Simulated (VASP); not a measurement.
A run of VASP 6.6.1 is set up as follows.

The input POSCAR:

```
LiF
1.0
    0.0000000000      1.8931600000      2.0140000000
    1.8931600000      0.0000000000      2.0140000000
    1.8931600000      1.8931600000      0.0000000000
Li F
1 1
Direct
    0.0000000000      0.0000000000      0.0000000000
    0.5000000000      0.5000000000      0.5000000000
```

File INCAR.step1:

```
SYSTEM = LiF
PREC = Accurate ; ENCUT = 520
ISMEAR = 0 ; SIGMA = 0.05
LREAL = .FALSE. ; LASPH = .TRUE.
NELM = 100 ; NBANDS = 12
GGA = PE ; ALGO = Normal
EDIFF = 1E-4 ; LWAVE = .TRUE.
LCHARG = .FALSE.
```

INCAR.step2

```
SYSTEM = LiF
PREC = Accurate ; ENCUT = 520
EDIFF = 1E-6 ; ISMEAR = 0
SIGMA = 0.05 ; LREAL = .FALSE.
LASPH = .TRUE. ; NELM = 100
ALGO = Normal ; ISIF = 2
LWAVE = .FALSE. ; LCHARG = .FALSE.
METAGGA = R2SCAN ; LMIXTAU = .TRUE.
NBANDS = 12 ; ISTART = 1
```

File KPOINTS:

```
Automatic mesh
0
G
  10 10 10
  0 0 0
```

Potentials or basis: VASP PAW PBE potentials, release 64 (Li_sv, F).

The run is started by

```console
$ cat potpaw_PBE.64/Li_sv/POTCAR potpaw_PBE.64/F/POTCAR > POTCAR
$ cp INCAR.step1 INCAR
$ mpirun -np 1 vasp_std > vasp.out
$ cp INCAR.step2 INCAR
$ mpirun -np 1 vasp_std > vasp.out
```

**Question.** What does it give for the band gap on the k mesh?

**Answer.** 11.42 eV, direct.

Caveat: the cell differs from its parent crystal (strain -0.0600 x Voigt [1, 1, 0, 0, 0, 0]). A k mesh can miss the band edges.
